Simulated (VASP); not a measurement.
HfB, 2 atoms in the cell. Symmetry: Fm-3m, No. 225, cubic system. The conventional cell has a = 4.558 Å, b = 4.558 Å, c = 4.558 Å, α = 90.00°, β = 90.00°, γ = 90.00°. Hf (site symmetry m-3m) has 6 B at 2.28 Å within 3.0 Å. Within 3.0 Å of B (site symmetry m-3m) lie 6 Hf at 2.28 Å. 

* Program: VASP 6.6.1
* Task: single point
* Functional: PBE0
* Potentials or basis: VASP PAW PBE potentials, release 64 (Hf_pv, B)
* Cutoff: 520 eV
* k mesh: 6 × 6 × 6
* Occupations: fermi-dirac, width 0.05 eV
* Spin: no spin polarisation
* Dipole correction: no
* Grid for exact exchange (PRECFOCK): Normal
* Further INCAR settings: ALGO = Normal; EDIFF = 1e-06; NBANDS = 14
* Share of exact exchange: 0.25

Potentials or basis: VASP PAW PBE potentials, release 64 (Hf_pv, B).

Run with:

```console
$ cat potpaw_PBE.64/Hf_pv/POTCAR potpaw_PBE.64/B/POTCAR > POTCAR
$ cp INCAR.step1 INCAR
$ mpirun -np 1 vasp_std > vasp.out
$ cp INCAR.step2 INCAR
$ mpirun -np 1 vasp_std > vasp.out
```

Hardware: 1 thread of Intel(R) Xeon(R) Platinum 8259CL CPU @ 2.50GHz (Skylake/Cascade Lake), with other jobs on the host.

Problem. Estimate the wall time of this run.

Solution. Wall time 22 min on 1 thread of Intel(R) Xeon(R) Platinum 8259CL CPU @ 2.50GHz (Skylake/Cascade Lake) (shared host), peak memory 0.16 GiB. Counts: k points 16.
